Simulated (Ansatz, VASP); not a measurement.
**ZnSe in VASP and in Ansatz**

```
Zn Se
1.0
     0.00000    2.77866    2.77866
     2.77866    0.00000    2.77866
     2.77866    2.77866    0.00000
Zn Se
1 1
Direct
  0.00000 0.00000 0.00000
  0.25000 0.25000 0.25000
```

Alike in both runs: task single point; functional PBEsol; k mesh 8 × 8 × 8; occupations gaussian, width 0.05 eV; no spin polarisation.

|  | VASP | Ansatz |
| --- | --- | --- |
| version | VASP 6.6.1 | Ansatz 0.2.0 |
| potentials or method | VASP PAW PBE potentials, release 64 (Zn, Se), cutoff 520 eV | scalar-relativistic, plane waves, PAW |
| valence electrons in the cell | 18 | 28 |

VASP gave:

- gap on the k mesh at the Fermi level (eV): 1.41
- least direct gap on the mesh (eV): 1.41
- pressure (GPa): 3.2

Problem. Which values does Ansatz return?

Solution. gap on the k mesh at the Fermi level (eV): 1.40; least direct gap on the mesh (eV): 1.40; pressure (GPa): 2.9.

VASP's potentials were made for PBE, not for PBEsol. VASP's potentials hold 18 valence electrons a cell and Ansatz's 28, so a difference there can come from the potentials and not from the codes.
